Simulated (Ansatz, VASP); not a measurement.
# HfN in VASP and in Ansatz

File INCAR:

```
PREC = Accurate
ENCUT = 520
EDIFF = 1E-6
ISMEAR = 0
SIGMA = 0.15
LREAL = F
LASPH = T
NELM = 80
ALGO = Normal
ISIF = 2
LWAVE = F
LCHARG = F
GGA = PE
NBANDS = 14
```

KPOINTS

```
regular mesh
0
Gamma
  22 22 22
```

The input POSCAR:

```
HfN
1.0
    0.0638964934      2.2738965619      2.2738965619
    2.3377930553      0.0000000000      2.3377930553
    2.2738965619      2.2738965619      0.0638964934
Hf N
1 1
Direct
    0.0000000000      0.0000000000      0.0000000000
    0.5000000000      0.5000000000      0.5000000000
```

Input for Ansatz:

```yaml
crystal:
  lattice:
    - [0.0638964934, 2.2738965619, 2.2738965619]
    - [2.3377930553, 0.0, 2.3377930553]
    - [2.2738965619, 2.2738965619, 0.0638964934]
  atoms:
    - { symbol: Hf, position: [0.0, 0.0, 0.0] }
    - { symbol: "N", position: [0.5, 0.5, 0.5] }
basis:
  ecutwfc: 420
kpoints:
  mp_grid: { grid: [22, 22, 22] }
hamiltonian:
  xc: pbe
scf:
  occupations: { method: gaussian, width: 0.15 }
output:
  forces: true
  stress: true
  eigenvalues: true
```

Change from the starting cell: strain +0.0562 x Voigt [0, 0, 0, 0, 1, 0], atoms carried along.

Alike in both runs: task single point; functional PBE; k mesh 22 × 22 × 22; occupations gaussian, width 0.15 eV; no spin polarisation.

|  | VASP | Ansatz |
| --- | --- | --- |
| version | VASP 6.6.1 | Ansatz 0.2.0 |
| potentials or method | VASP PAW PBE potentials, release 64 (Hf_pv, N), cutoff 520 eV | scalar-relativistic, plane waves, PAW |
| valence electrons in the cell | 15 | 31 |

|  | VASP | Ansatz | Ansatz less VASP |
| --- | --- | --- | --- |
| gap on the k mesh at the Fermi level (eV) | none | none | - |
| pressure (GPa) | -2.0 | 0.3 | +2.34 |
| traceless stress, the component that is largest in VASP (GPa) | -6.82 | -6.70 | +0.123 |

A gap of «none» marks a metal or a gap that the smearing closes. With one functional, cell and mesh, what is left measures potentials, basis and numerics. VASP's potentials hold 15 valence electrons a cell and Ansatz's 31, so a difference there can come from the potentials and not from the codes.

Spin-orbit coupling is off throughout.
